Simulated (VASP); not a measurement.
# HfN in VASP: further runs, part 2 of 3

VASP 6.6.1. The steps go on from the part before.

## 4. Electric field gradients, PBE (equal xx and yy strain of -2 %)

Input file INCAR:

```
SYSTEM = HfN
ALGO = Normal
EDIFF = 1E-8
ENCUT = 520
GGA = PE
ISIF = 2
ISMEAR = -1
LASPH = .True.
LCHARG = .False.
LEFG = .True.
LREAL = .False.
LWAVE = .False.
NBANDS = 14
NELM = 60
PREC = Accurate
SIGMA = 0.03
```

Input file KPOINTS:

```
k-points
0
Gamma
  10 10 10
  0 0 0
```

Input file POSCAR:

```
HfN
1.0
    0.0000000000      2.2138200000      2.2590000000
    2.2138200000      0.0000000000      2.2590000000
    2.2138200000      2.2138200000      0.0000000000
Hf N
1 1
Direct
    0.0000000000      0.0000000000      0.0000000000
    0.5000000000      0.5000000000      0.5000000000
```

Potentials or basis: VASP PAW PBE potentials, release 64 (Hf_pv, N).

Launch:

```
> cat potpaw_PBE.64/Hf_pv/POTCAR potpaw_PBE.64/N/POTCAR > POTCAR
> mpirun -np 1 vasp_std > vasp.out
```

OUTCAR:

```text
SYSTEM = HfN
   EDIFF = 1E-8
   ENCUT = 520
   GGA = PE
   ISIF = 2
   ISMEAR = -1
   LASPH = .True.
   LREAL = .False.
   NELM = 60
   PREC = Accurate

 ion  position               nearest neighbor table
   1  0.000  0.000  0.000-   2 2.21   2 2.21   2 2.21   2 2.21   2 2.26   2 2.26
   2  0.500  0.500  0.500-   1 2.21   1 2.21   1 2.21   1 2.21   1 2.26   1 2.26

  LATTYP: Found a body centered tetragonal cell.
 ALAT       =     3.1308142687
 C/A-ratio  =     1.4430750636

  Lattice vectors:

 A1 = (  -2.2138200000,   0.0000000000,   2.2590000000)
 A2 = (   2.2138200000,   0.0000000000,   2.2590000000)
 A3 = (   0.0000000000,   2.2138200000,  -2.2590000000)

Analysis of symmetry for initial positions (statically):
=====================================================================
 Subroutine PRICEL returns:
 Original cell was already a primitive cell.

 Routine SETGRP: Setting up the symmetry group for a
 body centered tetragonal supercell.

 Subroutine GETGRP returns: Found 16 space group operations
 (whereof 16 operations were pure point group operations)
 out of a pool of 16 trial point group operations.

The static configuration has the point symmetry D_4h.

Analysis of symmetry for dynamics (positions and initial velocities):
=====================================================================
 Subroutine PRICEL returns:
 Original cell was already a primitive cell.

 Routine SETGRP: Setting up the symmetry group for a
 body centered tetragonal supercell.

 Subroutine GETGRP returns: Found 16 space group operations
 (whereof 16 operations were pure point group operations)
 out of a pool of 16 trial point group operations.

The dynamic configuration has the point symmetry D_4h.

 Subroutine INISYM returns: Found 16 space group operations
 (whereof 16 operations are pure point group operations),
 and found     1 'primitive' translations

----------------------------------------------------------------------------------------

                                     Primitive cell

  volume of cell :      22.1427

  direct lattice vectors                    reciprocal lattice vectors
     0.000000000  2.213820000  2.259000000    -0.225853954  0.225853954  0.221336875
     2.213820000  0.000000000  2.259000000     0.225853954 -0.225853954  0.221336875
     2.213820000  2.213820000  0.000000000     0.225853954  0.225853954 -0.221336875

  length of vectors
     3.162922698  3.162922698  3.130814269     0.388600089  0.388600089  0.388600089

  position of ions in fractional coordinates (direct lattice)
     0.000000000  0.000000000  0.000000000
     0.500000000  0.500000000  0.500000000

  ion indices of the primitive-cell ions
   primitive index   ion index
                 1           1
                 2           2

----------------------------------------------------------------------------------------

 KPOINTS: k-points

Automatic generation of k-mesh.
 Grid dimensions read from file:
[... 77 lines left out ...]
   NUPDOWN=      -1.0000    fix difference up-down
   EMIN   =  10.00;   EMAX   =-10.00  energy-range for DOS
   EFERMI =   0.00;   METHOD = LEGACY
   ISMEAR =    -1;   SIGMA  =   0.03  broadening in eV -4-tet -1-fermi 0-gaus
   EFERMI_NEDOS =   21; number of points for ismear=-14 and -15
   IALGO  =     38    algorithm
   IMIX   =      4    mixing-type and parameters
     AMIX     =   0.40;   BMIX     =  1.00
     AMIX_MAG =   1.60;   BMIX_MAG =  1.00
  volume/ion in A,a.u.               =      11.07        74.71
  Fermi-wavevector in a.u.,A,eV,Ry     =   1.437788  2.717026 28.126446  2.067235
  Thomas-Fermi vector in A             =   2.556827
   LORBIT       =      0    0 simple, 1 ext, 2 COOP (PROOUT), +10 PAW based schemes
   GGA     = PE    functional components
   LHFCALC =     F    Hartree Fock is set to
   AEXX    =    0.0000 exact exchange contribution
   IVDW    =     0    specifies the selected vdW correction
   LEPSILON=     F    determine dielectric tensor
   LRPA    =     F    only Hartree local field effects (RPA)
 non-spin polarized calculation
  energy-cutoff  :      520.00
  volume of cell :       22.14
 maximum number of plane-waves:       610
   NGX = 11   NGY = 11   NGZ = 11

 number of electron      15.0000001 magnetization

 Free energy of the ion-electron system (eV)
  ---------------------------------------------------
  ext. energy  EPLUGINS =         0.00000000
  ---------------------------------------------------
  free energy    TOTEN  =       -21.68660140 eV

  energy without entropy =      -21.68466218  energy(sigma->0) =      -21.68563179

 E-fermi :   8.7986     XC(G=0): -12.9451

 val. band max:        8.7902097352   @ k =   0.1000   0.0000   0.0000
 cond. band min:       8.8184686504   @ k =  -0.3000   0.5000   0.2000
 fundamental gap:      0.0282589152
 Fermi energy:         8.7986368105

 k-point     1 :       0.0000    0.0000    0.0000
  band No.  band energies     occupation
      1     -22.2493      2.00000
      2     -22.2270      2.00000
      3     -22.2270      2.00000
      4      -9.0060      2.00000
      5       5.5957      2.00000
      6       5.7070      2.00000
      7       5.7070      2.00000
      8       8.2266      2.00000
      9       8.4637      1.99997
     10       8.4637      1.99997
     11      10.3875      0.00000
     12      10.9800      0.00000
     13      11.2259      0.00000
     14      18.4193      0.00000
[... 377 lines left out ...]
      1     -23.0151      2.00000
      2     -22.5223      2.00000
      3     -22.4800      2.00000
      4      -7.5956      2.00000
      5       2.0175      2.00000
      6       4.0860      2.00000
      7       4.6273      2.00000
      8       6.2266      2.00000
      9      13.1155      0.00000
     10      13.5755      0.00000
     11      13.6857      0.00000
     12      14.0659      0.00000
     13      18.0380      0.00000
     14      20.4567      0.00000

 [... further k-points ...]
[... 5 lines left out ...]
  --------------------------------------------------------------------------------------
  -------------------------------------------------------------------------------------
  Total        2.6742227      2.6742227      1.2050825      0.0000000     -0.0000000      0.0000000
  in kB      193.4983743    193.4983743     87.1959954      0.0000000     -0.0000000      0.0000000
  external PRESSURE =     158.0642480 kB  Pullay stress =       0.0000000 kB

 VOLUME and BASIS-vectors are now :
 -----------------------------------------------------------------------------
  energy-cutoff  :      520.00
  volume of cell :       22.14
      direct lattice vectors                 reciprocal lattice vectors
     0.000000000  2.213820000  2.259000000    -0.225853954  0.225853954  0.221336875
     2.213820000  0.000000000  2.259000000     0.225853954 -0.225853954  0.221336875
     2.213820000  2.213820000  0.000000000     0.225853954  0.225853954 -0.221336875

 POSITION                                       TOTAL-FORCE (eV/Angst)
 -----------------------------------------------------------------------------------
      0.00000      0.00000      0.00000         0.000000      0.000000      0.000000
      2.21382      2.21382      2.25900        -0.000000     -0.000000      0.000000
 -----------------------------------------------------------------------------------
    total drift:                                0.000000     -0.000000     -0.000000

  FREE ENERGIE OF THE ION-ELECTRON SYSTEM (eV)
  ---------------------------------------------------
  free  energy   TOTEN  =       -21.6866014033 eV

  energy  without entropy=      -21.6846621818  energy(sigma->0) =      -21.68563179

 Electric field gradients (V/A^2)
---------------------------------------------------------------------
 ion       V_xx      V_yy      V_zz      V_xy      V_xz      V_yz
---------------------------------------------------------------------
   1     -39.838   -39.838    79.676    -0.001    -0.000    -0.000
   2      -3.738    -3.738     7.477     0.001     0.001     0.001
---------------------------------------------------------------------

 Electric field gradients after diagonalization (V/A^2)
 (convention: |V_zz| > |V_xx| > |V_yy|)
----------------------------------------------------------------------
 ion       V_xx      V_yy      V_zz     asymmetry (V_yy - V_xx)/ V_zz
----------------------------------------------------------------------
   1     -39.838   -39.837    79.676       0.000
   2      -3.739    -3.737     7.477       0.000
----------------------------------------------------------------------

           NMR quadrupolar parameters

 Cq : quadrupolar parameter    Cq=e*Q*V_zz/h
 eta: asymmetry parameters     (V_yy - V_xx)/ V_zz
 Q  : nuclear electric quadrupole moment in mb (millibarn)
----------------------------------------------------------------------
 ion       Cq(MHz)       eta       Q (mb)
----------------------------------------------------------------------
   1       0.193       0.000       1.000
   2       0.018       0.000       1.000
----------------------------------------------------------------------
```

Run time: 13 s. Hardware: 1 thread of Intel Xeon 6975P-C (Granite Rapids), shared host; peak memory 0.16 GiB.

Results:

```yaml
Free_energy: -21.6866 eV
Pressure: 15.8 GPa
```

Levels at points of the mesh, in eV from the Fermi level:
| k point | band 6 | band 7 | band 8 | band 9 | band 10 | band 11 |
| --- | --- | --- | --- | --- | --- | --- |
| (0.00, 0.00, 0.00) | -3.09 | -3.09 | -0.57 | -0.33 | -0.33 | 1.59 |
| (0.50, 0.00, 0.00) | -6.46 | -6.44 | 3.42 | 3.80 | 3.96 | 4.59 |
| (0.50, 0.50, 0.00) | -4.00 | -3.70 | -3.70 | 4.28 | 5.79 | 5.79 |
| (0.50, 0.00, 0.50) | -4.06 | -3.85 | -3.74 | 4.23 | 5.64 | 5.96 |

Electric field gradients, principal values (V/Å²):
```csv
atom,least,middle,greatest (by size)
1 Hf,-39.837,-39.838,79.676
2 N,-3.737,-3.739,7.477
```

Caveat: the cell differs from its parent crystal (equal xx and yy strain of -2 %); without QUAD_EFG the Cq values of the log hold for a quadrupole moment of 1 mb, not for the nuclei; spin-orbit coupling is left out, which moves the levels of the heavy elements.

## 5. Electric field gradients, PBE (equal xx and yy strain of +1 %)

Input file INCAR:

```
SYSTEM = HfN
PREC = Accurate
ENCUT = 520
EDIFF = 1E-8
ISMEAR = -1
SIGMA = 0.03
LREAL = .False.
LASPH = .True.
NELM = 80
ALGO = Normal
ISIF = 2
LWAVE = .False.
LCHARG = .False.
GGA = PE
LEFG = .True.
NBANDS = 14
```

Input file KPOINTS:

```
Automatic mesh
0
Gamma
  10 10 10
  0 0 0
```

Input file POSCAR:

```
HfN
1.0
    0.0000000000      2.2815900000      2.2590000000
    2.2815900000      0.0000000000      2.2590000000
    2.2815900000      2.2815900000      0.0000000000
Hf N
1 1
Direct
    0.0000000000      0.0000000000      0.0000000000
    0.5000000000      0.5000000000      0.5000000000
```

Potentials or basis: VASP PAW PBE potentials, release 64 (Hf_pv, N).

Launch:

```
> cat potpaw_PBE.64/Hf_pv/POTCAR potpaw_PBE.64/N/POTCAR > POTCAR
> mpirun -np 1 vasp_std > vasp.out
```

OUTCAR:

```text
SYSTEM = HfN
   PREC = Accurate
   ENCUT = 520
   EDIFF = 1E-8
   ISMEAR = -1
   LREAL = .False.
   LASPH = .True.
   NELM = 80
   ISIF = 2
   GGA = PE

 ion  position               nearest neighbor table
   1  0.000  0.000  0.000-   2 2.26   2 2.26   2 2.28   2 2.28   2 2.28   2 2.28
   2  0.500  0.500  0.500-   1 2.26   1 2.26   1 2.28   1 2.28   1 2.28   1 2.28

  LATTYP: Found a body centered tetragonal cell.
 ALAT       =     3.2266555218
 C/A-ratio  =     1.4002114479

  Lattice vectors:

 A1 = (   0.0000000000,  -2.2815900000,  -2.2590000000)
 A2 = (   0.0000000000,   2.2815900000,  -2.2590000000)
 A3 = (   2.2815900000,   0.0000000000,   2.2590000000)

Analysis of symmetry for initial positions (statically):
=====================================================================
 Subroutine PRICEL returns:
 Original cell was already a primitive cell.

 Routine SETGRP: Setting up the symmetry group for a
[... 596 lines left out ...]
  energy-cutoff  :      520.00
  volume of cell :       23.52
      direct lattice vectors                 reciprocal lattice vectors
     0.000000000  2.281590000  2.259000000    -0.219145421  0.219145421  0.221336875
     2.281590000  0.000000000  2.259000000     0.219145421 -0.219145421  0.221336875
     2.281590000  2.281590000  0.000000000     0.219145421  0.219145421 -0.221336875

 POSITION                                       TOTAL-FORCE (eV/Angst)
 -----------------------------------------------------------------------------------
      0.00000      0.00000      0.00000         0.000000      0.000000     -0.000000
      2.28159      2.28159      2.25900         0.000000      0.000000      0.000000
 -----------------------------------------------------------------------------------
    total drift:                                0.000000     -0.000000     -0.000000

  FREE ENERGIE OF THE ION-ELECTRON SYSTEM (eV)
  ---------------------------------------------------
  free  energy   TOTEN  =       -21.7478586591 eV

  energy  without entropy=      -21.7450837343  energy(sigma->0) =      -21.74647120

 Electric field gradients (V/A^2)
---------------------------------------------------------------------
 ion       V_xx      V_yy      V_zz      V_xy      V_xz      V_yz
---------------------------------------------------------------------
   1      18.530    18.530   -37.060    -0.000    -0.000    -0.000
   2       1.848     1.848    -3.695     0.001     0.001     0.001
---------------------------------------------------------------------

 Electric field gradients after diagonalization (V/A^2)
 (convention: |V_zz| > |V_xx| > |V_yy|)
----------------------------------------------------------------------
 ion       V_xx      V_yy      V_zz     asymmetry (V_yy - V_xx)/ V_zz
----------------------------------------------------------------------
   1      18.530    18.530   -37.060       0.000
   2       1.849     1.847    -3.695       0.001
----------------------------------------------------------------------

           NMR quadrupolar parameters

 Cq : quadrupolar parameter    Cq=e*Q*V_zz/h
 eta: asymmetry parameters     (V_yy - V_xx)/ V_zz
 Q  : nuclear electric quadrupole moment in mb (millibarn)
----------------------------------------------------------------------
 ion       Cq(MHz)       eta       Q (mb)
----------------------------------------------------------------------
   1      -0.090       0.000       1.000
   2      -0.009       0.001       1.000
----------------------------------------------------------------------
```

stdout:

```text
POSCAR found type information on POSCAR HfN
 POSCAR found :  2 types and       2 ions
 scaLAPACK will be used
 LDA part: xc-table for (Slater+PW92), standard interpolation
 POSCAR, INCAR and KPOINTS ok, starting setup
 FFT: planning ... GRIDC
 FFT: planning ... GRID_SOFT
 FFT: planning ... GRID
 WAVECAR not read
 entering main loop
ion   1

ion   2
```

Run time: 12 s. Hardware: 1 thread of Intel Xeon 6975P-C (Granite Rapids), shared host; peak memory 0.16 GiB.

Results:

```yaml
Free_energy: -21.7479 eV
Pressure: -2.3 GPa
```

Levels at points of the mesh, in eV from the Fermi level:
| k point | band 6 | band 7 | band 8 | band 9 | band 10 | band 11 |
| --- | --- | --- | --- | --- | --- | --- |
| (0.00, 0.00, 0.00) | -3.06 | -3.01 | -0.41 | -0.41 | -0.30 | 1.50 |
| (0.50, 0.00, 0.00) | -6.13 | -6.12 | 3.15 | 3.54 | 3.61 | 4.29 |
| (0.50, 0.50, 0.00) | -3.77 | -3.75 | -3.75 | 3.96 | 5.32 | 5.34 |
| (0.50, 0.00, 0.50) | -3.75 | -3.73 | -3.68 | 3.95 | 5.27 | 5.34 |

Electric field gradients, principal values (V/Å²):
| atom | least | middle | greatest (by size) |
| --- | --- | --- | --- |
| 1 Hf | 18.530 | 18.530 | -37.060 |
| 2 N | 1.847 | 1.849 | -3.695 |

Caveat: the cell differs from its parent crystal (equal xx and yy strain of +1 %); without QUAD_EFG the Cq values of the log hold for a quadrupole moment of 1 mb, not for the nuclei; spin-orbit coupling is left out, which moves the levels of the heavy elements.

(Part 2 of 3 ends here.)
